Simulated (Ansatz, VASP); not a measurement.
## Pd: VASP beside Ansatz

The input INCAR:

```
SYSTEM = Pd
PREC = Accurate
ENCUT = 520
EDIFF = 1E-6
ISMEAR = -1
SIGMA = 0.05
LREAL = .False.
LASPH = .True.
NELM = 80
ALGO = Normal
ISIF = 2
LWAVE = .False.
LCHARG = .False.
GGA = PS
NBANDS = 11
```

The input KPOINTS:

```
regular mesh
0
Gamma
  18 18 18
  0 0 0
```

File POSCAR:

```
Pd
1.0
   -0.0388980000      1.9254510000      1.9254510000
    1.9254510000     -0.0388980000      1.9254510000
    1.9254510000      1.9254510000     -0.0388980000
Pd
1
Direct
    0.0000000000      0.0000000000      0.0000000000
```

Input for Ansatz:

```yaml
crystal:
  lattice:
    - [-0.038898, 1.925451, 1.925451]
    - [1.925451, -0.038898, 1.925451]
    - [1.925451, 1.925451, -0.038898]
  atoms:
    - { symbol: Pd, position: [0.0, 0.0, 0.0] }
kpoints:
  mp_grid: { grid: [18, 18, 18] }
  band_path:
    path:
      - [0.0, 0.0, 0.0]
      - [0.5, 0.5, 0.5]
      - [0.2551801333, 0.5, 0.7448198667]
      - [-0.2551801333, 0.2551801333, 0.5]
      - [0.0, 0.0, 0.5]
      - [0.0, 0.0, 0.0]
      - [-0.3775900666, 0.0, 0.3775900666]
      - [0.0, 0.3775900666, 0.6224099334]
      - [0.0, 0.5, 0.5]
    npoints: 5
scf:
  occupations: { method: fermi_dirac, width: 0.05 }
hamiltonian:
  xc: pbesol
  pseudopotentials: { kind: all_electron, lapw: { basis_error: 0.00025 } }
output:
  forces: true
  stress: true
  eigenvalues: true
```

Change from the starting cell: equal xy, yz and zx shear strains of -2 %.

Alike in both runs: task single point; functional PBEsol; k mesh 18 × 18 × 18; occupations fermi-dirac, width 0.05 eV; no spin polarisation.

|  | VASP | Ansatz |
| --- | --- | --- |
| version | VASP 6.6.1 | Ansatz 0.2.0 |
| potentials or method | VASP PAW PBE potentials, release 64 (Pd), cutoff 520 eV | all-electron LAPW, scalar-relativistic |

|  | VASP | Ansatz | Ansatz less VASP |
| --- | --- | --- | --- |
| pressure (GPa) | -2.3 | -2.0 | +0.29 |
| traceless stress, the component that is largest in VASP (GPa) | 1.48 | 1.48 | -0.002 |

VASP's potentials were made for PBE, not for PBEsol. Ansatz ran all-electron here, and VASP with PAW potentials.
